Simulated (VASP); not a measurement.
**Na: single point with RPBE**

Crystal: Na.

```
Na
1.0
     3.39335    0.00000    0.00000
     0.00000    3.39335    0.00000
     0.00000    0.00000    3.39335
Na
1
Cartesian
  0.0000 0.0000 0.0000
```

This cell differs from its parent crystal: volume scaled by 0.92.

* Program: VASP 6.6.1
* Task: single point
* Functional: RPBE
* Potentials or basis: VASP PAW PBE potentials, release 64 (Na_pv)
* Cutoff: 520 eV
* k mesh: 10 × 10 × 10
* Occupations: fermi-dirac, width 0.1 eV
* Spin: no spin polarisation

```
Pressure : 0.6 GPa
```

Levels at points of the mesh, in eV from the Fermi level:
```tsv
k point	band 1	band 2	band 3	band 4	band 5	band 6	band 7
(0.00, 0.00, 0.00)	-25.17	-25.17	-25.17	-3.22	8.23	8.23	9.58
(0.50, 0.00, 0.00)	-25.22	-25.17	-25.17	-0.05	0.19	10.58	11.92
(0.50, 0.50, 0.00)	-25.21	-25.21	-25.16	2.95	2.95	3.07	4.08
(0.50, 0.50, 0.50)	-25.21	-25.21	-25.21	5.78	5.78	5.78	6.03
```

Wall time 14 s on 1 thread of Intel(R) Xeon(R) Platinum 8488C (Sapphire Rapids), with other jobs on the host, peak memory 0.15 GiB.

Caveat: the PAW data sets were made with another functional, which shifts forces and pressure a little.
